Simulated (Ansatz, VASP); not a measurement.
# Two plane-wave programs on HfO2

Contents of INCAR:

```
  ALGO = Normal
  EDIFF = 1E-7
  EDIFFG = -0.005
  ENCUT = 600
  GGA = PE
  IBRION = 2
  ISIF = 3
  ISMEAR = 0
  LASPH = True
  LCHARG = False
  LREAL = False
  LWAVE = False
  NELM = 80
  NSW = 100
  PREC = Accurate
  SIGMA = 0.02
```

The input KPOINTS:

```
k-points
0
Gamma
  6 6 8
```

File POSCAR:

```
HfO2
1.0
    4.8763412690      0.0000000000      0.0000000000
    0.0000000000      4.8763412690      0.0000000000
    0.0000000000      0.0000000000      3.2386293483
Hf O
2 4
Direct
    0.0000000000      0.0000000000      0.0000000000
    0.5000000000      0.5000000000      0.5000000000
    0.1948637440      0.8051362560      0.5000000000
    0.3051362560      0.3051362560      0.0000000000
    0.6948637440      0.6948637440      0.0000000000
    0.8051362560      0.1948637440      0.5000000000
```

Input for Ansatz:

```yaml
crystal:
  lattice:
    - [4.876341269, 0.0, 0.0]
    - [0.0, 4.876341269, 0.0]
    - [0.0, 0.0, 3.2386293483]
  atoms:
    - { symbol: Hf, position: [0.0, 0.0, 0.0] }
    - { symbol: Hf, position: [0.5, 0.5, 0.5] }
    - { symbol: O, position: [0.194863744, 0.805136256, 0.5] }
    - { symbol: O, position: [0.305136256, 0.305136256, 0.0] }
    - { symbol: O, position: [0.694863744, 0.694863744, 0.0] }
    - { symbol: O, position: [0.805136256, 0.194863744, 0.5] }
basis:
  ecutwfc: 420
kpoints:
  mp_grid: { grid: [6, 6, 8] }
hamiltonian:
  xc: pbe
scf:
  occupations: { method: gaussian, width: 0.02 }
output:
  forces: true
  stress: true
  eigenvalues: true
relax:
  adjacent_minimum: "off"
  f_tol: 0.005
  max_steps: 80
  cell: { stress_tol: 0.05 }
```

Alike in both runs: task relaxation of cell and atoms; functional PBE; k mesh 6 × 6 × 8; occupations gaussian, width 0.02 eV; no spin polarisation.

```csv
,VASP,Ansatz
version,VASP 6.6.1,Ansatz 0.2.0
potentials or method,"VASP PAW PBE potentials, release 64 (Hf_pv, O), cutoff 600 eV","scalar-relativistic, plane waves, PAW"
valence electrons in the cell,44,76
```

Ansatz gave:

* gap on the k mesh at the Fermi level, each at its own relaxed structure (eV): 3.90
* relaxed volume (Å³/atom): 12.85
* relaxed cell length with the largest relative difference (Å): 4.880

**Question.** What did VASP give for the same quantities?

**Answer.** gap on the k mesh at the Fermi level, each at its own relaxed structure (eV): 3.90; relaxed volume (Å³/atom): 12.67; relaxed cell length with the largest relative difference (Å): 4.857.

VASP's potentials hold 44 valence electrons a cell and Ansatz's 76, so a difference there can come from the potentials and not from the codes.

Neither program's run includes spin-orbit coupling.
